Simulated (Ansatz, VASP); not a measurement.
# SnSe2: VASP beside Ansatz

```
CELL_PARAMETERS angstrom
3.81894 0.00000 0.00000
-1.90947 3.30730 0.00000
0.00000 0.00000 6.13947
ATOMIC_POSITIONS crystal
Sn 0.00000 0.00000 0.00000
Se 0.33333 0.66667 0.25847
Se 0.66667 0.33333 0.74153
```

Alike in both runs: functional PBEsol; k mesh 12 × 12 × 6; occupations fermi-dirac, width 0.1 eV; no spin polarisation.

Ansatz relaxed the structure, and its values are those at the end. VASP's run is a single point on that final structure, the one shown.

|  | VASP | Ansatz |
| --- | --- | --- |
| version | VASP 6.6.1 | Ansatz 0.2.0 |
| potentials or method | VASP PAW PBE potentials, release 64 (Sn_d, Se) | PAW with Ansatz's default frozen-core files, scalar-relativistic |
| plane-wave cutoff (eV) | 520 | 420 |
| valence electrons in the cell | 26 | 46 |

|  | VASP | Ansatz | Ansatz less VASP |
| --- | --- | --- | --- |
| pressure (GPa) | 0.1 | 0.0 | -0.10 |
| rms of the force components (eV/Å) | 0.010 | 0.001 | -0.0093 |

VASP's potentials were made for PBE, not for PBEsol. VASP's potentials hold 26 valence electrons a cell and Ansatz's 46, so a difference there can come from the potentials and not from the codes.
